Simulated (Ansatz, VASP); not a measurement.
**One calculation of AlNi, two programs**

```
CELL_PARAMETERS angstrom
1.92002 -1.94256 -0.00378
1.95123 1.97354 0.02550
0.01736 0.02323 3.17529
ATOMIC_POSITIONS crystal
Al 0.99577 0.02035 0.99188
Ni 0.50005 0.49469 0.49629
```

Change from the starting cell: all atoms moved at random (sigma 0.04 Å), cell strained at random (1 %).

Alike in both runs: task single point; functional r2SCAN; k mesh 10 × 10 × 10; occupations gaussian, width 0.1 eV; no spin polarisation.

|  | VASP | Ansatz |
| --- | --- | --- |
| version | VASP 6.6.1 | Ansatz 0.2.0 |
| potentials or method | VASP PAW PBE potentials, release 64 (Al, Ni), cutoff 520 eV | scalar-relativistic, plane waves, PAW |
| valence electrons in the cell | 13 | 21 |

|  | VASP | Ansatz | Ansatz less VASP |
| --- | --- | --- | --- |
| gap on the k mesh at the Fermi level (eV) | none | none | - |
| pressure (GPa) | -3.1 | -3.0 | +0.15 |
| traceless stress, the component that is largest in VASP (GPa) | -5.15 | -4.97 | +0.184 |
| rms of the force components (eV/Å) | 0.236 | 0.234 | -0.0017 |

VASP's potentials were made for PBE, not for r2SCAN. Atom by atom the forces differ by 0.002 eV/Å (rms over components). A gap of «none» marks a metal or a gap that the smearing closes. VASP's potentials hold 13 valence electrons a cell and Ansatz's 21, so a difference there can come from the potentials and not from the codes.
